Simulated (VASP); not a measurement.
The system is Si3Se2.

```
Si Se
1.0
     3.84000    0.00000    0.00000
     0.00000    3.84000    0.00000
     0.00000    0.00000    8.70000
Si Se
3 2
Direct
  0.00000 0.50000 0.15600
  0.50000 0.00000 0.84400
  0.00000 0.00000 0.00000
  0.50000 0.50000 0.30200
  0.50000 0.50000 0.69800
```

* Program: VASP 6.6.1
* Task: relaxation of cell and atoms
* Functional: PBE
* Potentials or basis: VASP PAW PBE potentials, release 64 (Si, Se)
* Cutoff: 600 eV
* k mesh: 4 × 4 × 2
* Occupations: gaussian, width 0.2 eV
* Spin: no spin polarisation

At the start: pressure 2.2 GPa; volume 25.66 Å³/atom.

Where does the relaxation end?

Over 15 steps the energy falls by 53.5 meV/atom and the volume is 27.88 Å³/atom (+8.7 %); space group P-4m2 (No. 115, to 0.05 Å).

Step by step:
```
step  energy change (eV)  largest force (eV/Å)  pressure (GPa)  volume (Å³)
   1              0.0000                1.3079            2.16       128.29
   2             -0.1797                0.4558           -1.87       134.76
   3             -0.1920                0.1541           -1.17       133.46
   4             -0.2287                0.2222           -0.03       130.70
   5             -0.2303                0.2561            0.27       130.02
   6             -0.2404                0.1091            0.28       130.38
   7             -0.2412                0.1369            0.29       130.51
   8             -0.2442                0.1233           -0.10       131.59
   9             -0.2448                0.1711           -0.37       132.37
  10             -0.2467                0.1657           -0.34       132.52
  11             -0.2517                0.1505           -0.24       133.00
  12             -0.2586                0.1227           -0.02       133.94
  13             -0.2619                0.2125            0.47       135.82
  14             -0.2642                0.1680            0.36       136.72
  15             -0.2674                0.0349            0.04       139.42
```

Final structure:
```xyz
5
Lattice="3.7770 0.0000 0.0000 0.0000 3.7770 0.0000 0.0000 0.0000 9.7731" Properties=species:S:1:pos:R:3 pbc="T T T"
Si    0.0000    1.8885    1.3678
Si    1.8885    3.7770    8.4052
Si    0.0000    0.0000    0.0000
Se    1.8885    1.8885    2.7909
Se    1.8885    1.8885    6.9822
```

Caveat: the k points lie up to 0.42 Å⁻¹ apart in the final cell; this functional lacks dispersion, which binds the layers, so the pressure and a relaxed spacing across them are unreliable; the relaxation stopped at a loose force limit of 0.08 eV/Å, so its end isn't a converged minimum.
